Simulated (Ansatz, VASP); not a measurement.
RbBr: VASP beside Ansatz

```
Rb Br
1.0
     4.12425   -0.08620    0.00000
    -0.08620    4.12425    0.00000
     0.00000    0.00000    4.12425
Rb Br
1 1
Direct
  0.00000 0.00000 0.00000
  0.50000 0.50000 0.50000
```

Change from the starting cell: shear_xy strain -4.2%.

Alike in both runs: task single point; functional r2SCAN; k mesh 6 × 6 × 6; no spin polarisation.

```csv
,VASP,Ansatz
version,VASP 6.6.1,Ansatz 0.2.0
potentials or method,"VASP PAW PBE potentials, release 64 (Rb_sv, Br)","plane waves, PAW"
plane-wave cutoff (eV),520,500
occupations,"gaussian, width 0.01 eV",fixed
valence electrons in the cell,16,16
```

|  | VASP | Ansatz | Ansatz less VASP |
| --- | --- | --- | --- |
| gap on the k mesh at the Fermi level (eV) | 4.84 | 4.84 | -0.003 |
| pressure (GPa) | 0.1 | 0.1 | -0.02 |
| traceless stress, the component that is largest in VASP (GPa) | 0.33 | 0.32 | -0.004 |

VASP's potentials were made for PBE, not for r2SCAN.
